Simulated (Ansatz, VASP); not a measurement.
**SiO: VASP beside Ansatz**

```xyz
2
Lattice="0.0000 2.4336 2.4336 2.4336 0.0000 2.4336 2.4336 2.4336 0.0000" Properties=species:S:1:pos:R:3 pbc="T T T"
Si    3.6505    3.6505    3.6505
O     0.0000    0.0000    0.0000
```

Alike in both runs: task single point; functional PBE-based screened hybrid with a share of 0.25 of exact exchange and HFSCREEN = 0.6; k mesh 5 × 5 × 5; occupations fermi-dirac, width 0.05 eV; no spin polarisation.

|  | VASP | Ansatz |
| --- | --- | --- |
| version | VASP 6.6.1 | Ansatz 0.2.0 |
| potentials or method | VASP PAW PBE potentials, release 64 (Si, O) | Ansatz PAW |
| plane-wave cutoff (eV) | 520 | 420 |
| valence electrons in the cell | 10 | 10 |

VASP gave:

- pressure (GPa): -1.2

What did Ansatz give for the same quantities?

Pressure (GPa): -1.3.

VASP's potentials were made for PBE, not for PBE-based screened hybrid. The functional is the same, so the differences come from potentials, cutoffs and numerics.

The k mesh is coarse, so the values compare programs but aren't converged.
